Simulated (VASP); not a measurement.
Crystal: As.

```
As
1.0
     2.72159    0.00000    0.00000
     0.00000    2.72159    0.00000
     0.00000    0.00000    2.72159
As
1
Direct
  0.50000 0.50000 0.50000
```

Base run:

```yaml
Program: VASP 6.6.1
Functional: PBEsol
Potentials_or_basis: VASP PAW PBE potentials, release 64 (As)
Cutoff: 520 eV
k_mesh: 10 × 10 × 10
Occupations: fermi-dirac, width 0.05 eV
Spin: no spin polarisation
```

Its results: pressure -2.9 GPa.

Problem. The run is repeated on the same cell with these changes: functional from PBEsol to PBE0; k mesh from 10 × 10 × 10 to 6 × 6 × 6. What comes out?

Solution. Pressure -3.9 GPa.

Several settings changed at once, so the effect can't be laid on one alone.

Caveats: some runs use coarse meshes; the PAW data sets were made with another functional, which shifts forces and pressure a little.
